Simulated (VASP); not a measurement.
A run of VASP 6.6.1:

INCAR

```
SYSTEM = TaV
PREC = Accurate ; ENCUT = 600
EDIFF = 1E-6 ; ISMEAR = -1
SIGMA = 0.05 ; LREAL = .False.
LASPH = .True. ; NELM = 150
ALGO = Normal ; ISIF = 3
LWAVE = .False. ; LCHARG = .False.
ISPIN = 2 ; MAGMOM = 0 2
LORBIT = 11 ; LMAXMIX = 4
IBRION = 2 ; NSW = 80
EDIFFG = -0.01
```

Contents of KPOINTS:

```
Automatic mesh
0
Gamma
  7 7 5
  0 0 0
```

The input POSCAR:

```
TaV
1.0
    1.6067000000     -2.3077750000      0.0000000000
    1.6067000000      2.3077750000      0.0000000000
    0.0000000000      0.0000000000      4.3413610000
Ta V
1 1
Direct
    0.0000000000      0.0000000000      0.0000000000
    0.5000000000      0.5000000000      0.5000000000
```

Potentials or basis: VASP PAW LDA potentials, release 64 (Ta_pv, V_sv).

Command:

```bash
$ cat potpaw_LDA.64/Ta_pv/POTCAR potpaw_LDA.64/V_sv/POTCAR > POTCAR
$ mpirun -np 1 vasp_std > vasp.out
```

Hardware: 1 thread of Intel Xeon 8259CL (shared host).

Question: How long does it take, and how much memory?

Answer: Run time: 5.9 min on 1 thread of Intel Xeon 8259CL, on a shared host, peak memory 0.2 GiB. Counts: scf iterations 74, k points 48, ion steps 8.
